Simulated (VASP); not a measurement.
A run of VASP 6.6.1:

The input INCAR:

```
SYSTEM = GaSb
PREC     = Accurate       ! precision mode
ENCUT    = 500            ! plane-wave cutoff, eV
EDIFF    = 1E-6           ! SCF threshold, eV
ISMEAR   = 0              ! smearing method
SIGMA    = 0.15           ! smearing width, eV
LREAL    = .False.        ! projectors in reciprocal space
LASPH    = .True.         ! aspherical terms in the spheres
NELM     = 120            ! most SCF steps
ALGO     = Normal         ! electronic algorithm
ISIF     = 2              ! what is computed and relaxed
LWAVE    = .False.        ! write WAVECAR
LCHARG   = .False.        ! write CHGCAR
GGA      = PE             ! functional
NBANDS   = 16             ! bands
GGA_COMPAT= .False.
```

KPOINTS

```
regular mesh
0
Gamma
  12 12 12
  0 0 0
```

Contents of POSCAR:

```
GaSb
1.0
    0.0000000000      3.3349123101      2.9932803261
    2.9932803261      0.0000000000      2.9932803261
    2.9932803261      3.3349123101      0.0000000000
Ga Sb
1 1
Direct
    0.0000000000      0.0000000000      0.0000000000
    0.7500000000      0.7500000000      0.7500000000
```

Potentials or basis: VASP PAW PBE potentials, release 64 (Ga_d, Sb).

The run is started by

```bash
$ cat potpaw_PBE.64/Ga_d/POTCAR potpaw_PBE.64/Sb/POTCAR > POTCAR
$ mpirun -np 1 vasp_std > vasp.out
```

Hardware: 1 thread of Intel(R) Xeon(R) 6975P-C (Granite Rapids), with other jobs on the host.

**Question.** Estimate the wall time of this run.

**Answer.** Wall time 57 s on 1 thread of Intel(R) Xeon(R) 6975P-C (Granite Rapids), on a shared host, peak memory 0.3 GiB. Counts: scf iterations 12, k points 163.
